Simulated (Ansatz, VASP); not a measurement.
## One calculation of Sn, two programs

```
Sn
1.0
    -1.94805    1.94805    1.79221
     1.94805   -1.94805    1.79221
     1.94805    1.94805   -1.79221
Sn
1
Cartesian
  0.0000 0.0000 0.0000
```

Alike in both runs: task single point; functional PBE; dispersion D3(BJ); k mesh 20 × 20 × 20; occupations gaussian, width 0.15 eV; no spin polarisation.

|  | VASP | Ansatz |
| --- | --- | --- |
| version | VASP 6.6.1 | Ansatz 0.2.0 |
| potentials or method | VASP PAW PBE potentials, release 64 (Sn_d), cutoff 520 eV | scalar-relativistic, plane waves, PAW |
| valence electrons in the cell | 14 | 14 |

VASP gave:

```
gap on the k mesh at the Fermi level (eV)                     : none
pressure (GPa)                                                : -1.5
traceless stress, the component that is largest in VASP (GPa) : -0.68
```

**Question.** Estimate Ansatz's values.

**Answer.** gap on the k mesh at the Fermi level (eV): none; pressure (GPa): -1.4; traceless stress, the component that is largest in VASP (GPa): -0.68.

A gap of «none» marks a metal or a gap that the smearing closes.
